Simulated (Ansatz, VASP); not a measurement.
**One calculation of HfO2, two programs**

File INCAR:

```
  PREC = Accurate
  ENCUT = 520
  EDIFF = 1E-6
  ISMEAR = 0
  SIGMA = 0.05
  LREAL = False
  LASPH = True
  NELM = 60
  ALGO = Normal
  ISIF = 2
  LWAVE = False
  LCHARG = False
  GGA = PE
  NBANDS = 56
```

Contents of KPOINTS:

```
Automatic mesh
0
Gamma
  6 6 3
```

Contents of POSCAR:

```
HfO2
1.0
   -2.5575000000     -2.5575000000      0.0000000000
    2.5575000000     -2.5575000000      0.0000000000
    0.0000000000      0.0000000000     10.0800000000
Hf O
4 8
Direct
    0.0000000000      0.0000000000      0.9514508929
    0.5000000000      0.5000000000      0.1902901786
    0.0000000000      0.0000000000      0.4440104167
    0.5000000000      0.5000000000      0.6977306548
    0.5000000000      0.0000000000      0.0634300595
    0.0000000000      0.5000000000      0.3171502976
    0.5000000000      0.0000000000      0.5708705357
    0.0000000000      0.5000000000      0.8245907738
    0.5000000000      0.0000000000      0.3171502976
    0.0000000000      0.5000000000      0.5708705357
    0.5000000000      0.0000000000      0.8245907738
    0.0000000000      0.5000000000      0.0634300595
```

Input for Ansatz:

```yaml
crystal:
  lattice:
    - [-2.5575, -2.5575, 0.0]
    - [2.5575, -2.5575, 0.0]
    - [0.0, 0.0, 10.08]
  atoms:
    - { symbol: Hf, position: [0.0, 0.0, 0.9514508929] }
    - { symbol: Hf, position: [0.5, 0.5, 0.1902901786] }
    - { symbol: Hf, position: [0.0, 0.0, 0.4440104167] }
    - { symbol: Hf, position: [0.5, 0.5, 0.6977306548] }
    - { symbol: O, position: [0.5, 0.0, 0.0634300595] }
    - { symbol: O, position: [0.0, 0.5, 0.3171502976] }
    - { symbol: O, position: [0.5, 0.0, 0.5708705357] }
    - { symbol: O, position: [0.0, 0.5, 0.8245907738] }
    - { symbol: O, position: [0.5, 0.0, 0.3171502976] }
    - { symbol: O, position: [0.0, 0.5, 0.5708705357] }
    - { symbol: O, position: [0.5, 0.0, 0.8245907738] }
    - { symbol: O, position: [0.0, 0.5, 0.0634300595] }
basis:
  ecutwfc: 420
kpoints:
  mp_grid: { grid: [6, 6, 3] }
hamiltonian:
  xc: pbe
scf:
  occupations: { method: gaussian, width: 0.05 }
output:
  forces: true
  stress: true
  eigenvalues: true
```

Alike in both runs: task single point; functional PBE; k mesh 6 × 6 × 3; occupations gaussian, width 0.05 eV; no spin polarisation.

```csv
,VASP,Ansatz
version,VASP 6.6.1,Ansatz 0.2.0
potentials or method,"VASP PAW PBE potentials, release 64 (Hf_pv, O), cutoff 520 eV","scalar-relativistic, plane waves, PAW"
valence electrons in the cell,88,152
```

|  | VASP | Ansatz | Ansatz less VASP |
| --- | --- | --- | --- |
| gap on the k mesh at the Fermi level (eV) | 3.29 | 3.28 | -0.007 |
| least direct gap on the mesh (eV) | 3.29 | 3.28 | -0.007 |
| pressure (GPa) | -2.1 | 1.6 | +3.66 |
| traceless stress, the component that is largest in VASP (GPa) | 4.37 | 4.27 | -0.093 |
| rms of the force components (eV/Å) | 0.615 | 0.619 | +0.0038 |

Atom by atom the forces differ by 0.004 eV/Å (rms over components). VASP's potentials hold 88 valence electrons a cell and Ansatz's 152, so a difference there can come from the potentials and not from the codes.

Spin-orbit coupling is off throughout.
